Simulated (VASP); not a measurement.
Mo: single point with PBE

Crystal: Mo.

```
Mo
1.0
    -1.60219    1.60219    1.60219
     1.60219   -1.60219    1.60219
     1.60219    1.60219   -1.60219
Mo
1
Direct
  0.00000 0.00000 0.00000
```

This cell differs from its parent crystal: volume scaled by 1.04.

```json
{"Program": "VASP 6.6.1", "Task": "single point", "Functional": "PBE", "Potentials or basis": "VASP PAW PBE potentials, release 64 (Mo_sv)", "Cutoff": "520 eV", "k mesh": "23 × 23 × 23", "Occupations": "fermi-dirac, width 0.1 eV", "Spin": "no spin polarisation", "Dipole correction": "no", "Further INCAR settings": "ALGO = Normal; EDIFF = 1e-06; NBANDS = 13"}
```

```json
{
  "Pressure": "-9.3 GPa",
  "Band gap on the k mesh": "zero (band 7 reaches 15.37 eV, above the bottom of band 8 at 10.52 eV)"
}
```

Levels at points of the mesh, in eV from the Fermi level:
```csv
k point,band 3,band 4,band 5,band 6,band 7,band 8,band 9,band 10,band 11,band 12
"(0.00, 0.00, 0.00)",-34.65,-34.65,-7.05,-1.26,-1.26,-1.26,1.58,1.58,14.76,14.76
```

Run time: 34 s on 1 thread of Intel(R) Xeon(R) Platinum 8488C (Sapphire Rapids) (shared host), peak memory 0.2 GiB.
